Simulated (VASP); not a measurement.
**ZrC: single point with PBE**

Crystal: ZrC.

```
Zr C
1.0
     0.00000    2.16219    2.44422
     2.16219    0.00000    2.44422
     2.16219    2.16219    0.00000
Zr C
1 1
Cartesian
  2.1622 2.1622 2.4442
  0.0000 0.0000 0.0000
```

This cell differs from its parent crystal: strain -0.080 along x and y, +0.040 along z.

| Quantity | Value |
| --- | --- |
| Program | VASP 6.6.1 |
| Task | single point |
| Functional | PBE |
| Potentials or basis | VASP PAW PBE potentials, release 64 (Zr_sv, C) |
| Cutoff | 520 eV |
| k mesh | 18 × 18 × 18 |
| Occupations | gaussian, width 0.15 eV |
| Spin | no spin polarisation |

```yaml
Pressure: 46.7 GPa
Band_gap_on_the_k_mesh: zero (bands 8 and 9 overlap by 1.64 eV)
```

Stress tensor (GPa, compression positive):
```
69.67  0.00  0.00
 0.00 69.67  0.00
 0.00  0.00  0.89
```

Levels at points of the mesh, in eV from the Fermi level:
```
           k point  band 4  band 5  band 6  band 7  band 8  band 9  band 10  band 11  band 12  band 13
(0.00, 0.00, 0.00)  -25.27  -11.83    0.13    0.34    1.16    1.16     1.60     1.60     1.64     3.89
(0.50, 0.00, 0.00)  -25.25   -7.92   -5.91   -3.77   -3.49    4.85     5.60     6.38     6.84     9.80
(0.50, 0.50, 0.00)  -25.56  -10.85   -2.80   -2.17    0.61    0.61     5.09     6.42     6.42     8.69
(0.50, 0.00, 0.50)  -25.69  -10.92   -2.30   -1.24   -0.46    0.43     4.73     5.54     7.39    10.48
```

Wall time 3.8 min on 1 thread of Intel Xeon 8259CL (shared host), peak memory 0.28 GiB.

Caveat: the cell differs from its parent crystal (strain -0.080 along x and y, +0.040 along z); the stress differs along the axes, from 1 to 70 GPa.
